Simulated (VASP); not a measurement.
Pt: single point with r2SCAN

Pt:

```xyz
1
Lattice="0.0000 1.9706 1.9706 1.9706 0.0000 1.9706 1.9706 1.9706 0.0000" Properties=species:S:1:pos:R:3 pbc="T T T"
Pt    0.0000    0.0000    0.0000
```

```yaml
Program: VASP 6.6.1
Task: single point
Functional: r2SCAN
Potentials_or_basis: VASP PAW PBE potentials, release 64 (Pt)
Cutoff: 520 eV
k_mesh: 14 × 14 × 14
Occupations: fermi-dirac, width 0.1 eV
Spin: non-collinear spin, zero start, spin-orbit coupling
Starting_moments: "[[0.0, 0.0, 0.0]] μB"
Dipole_correction: no
Further_INCAR_settings: ALGO = Normal; EDIFF = 1e-06; NBANDS = 21
```

```json
{
  "Pressure": "1.3 GPa",
  "Net moment": "0.00 μB per cell",
  "Valence electrons inside the program's atomic spheres": "Pt 9.26"
}
```

Moments on the atoms (μB; x, y, z):
```
Pt  0.00 0.00 0.00
```

It took 3.8 min on 1 thread of Intel(R) Xeon(R) Platinum 8488C (Sapphire Rapids), with other jobs on the host, peak memory 0.25 GiB.

Caveat: the PAW data sets were made with another functional, which shifts forces and pressure a little.
